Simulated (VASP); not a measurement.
AlH6, 7 atoms in the cell. It takes space group P6/mmm (No. 191, hexagonal). Conventional cell: a = 5.877 Å, b = 5.877 Å, c = 2.689 Å, α = 90.00°, β = 90.00°, γ = 120.00°. Al (site symmetry 6/mmm) has 12 H at 2.55 to 3.33 Å and 2 Al at 2.69 Å within 3.4 Å. Within 1.1 Å of H (site symmetry m2m) lie 1 H at 0.77 Å. 

```yaml
Program: VASP 6.6.1
Task: relaxation of cell and atoms
Functional: PBE
Potentials_or_basis: VASP PAW PBE potentials, release 64 (Al, H)
Cutoff: 600 eV
k_mesh: 6 × 6 × 14
Occupations: gaussian, width 0.1 eV
Spin: no spin polarisation
Dipole_correction: no
Further_INCAR_settings: ALGO = Normal; EDIFF = 1e-06; IBRION = 2; EDIFFG = -0.01; NSW = 100; ISIF = 3
```

Potentials or basis: VASP PAW PBE potentials, release 64 (Al, H).

The run is started by

```console
$ cat potpaw_PBE.64/Al/POTCAR potpaw_PBE.64/H/POTCAR > POTCAR
$ mpirun -np 1 vasp_std > vasp.out
```

Hardware: 1 thread of AMD EPYC 9R45 96-Core Processor (Zen 5) (shared host).

Task: How long does it take, and how much memory?

Result: It took 2.1 min on 1 thread of AMD EPYC 9R45 96-Core Processor (Zen 5), with other jobs on the host, peak memory 0.21 GiB. Counts: scf iterations 64, k points 56, ion steps 10.
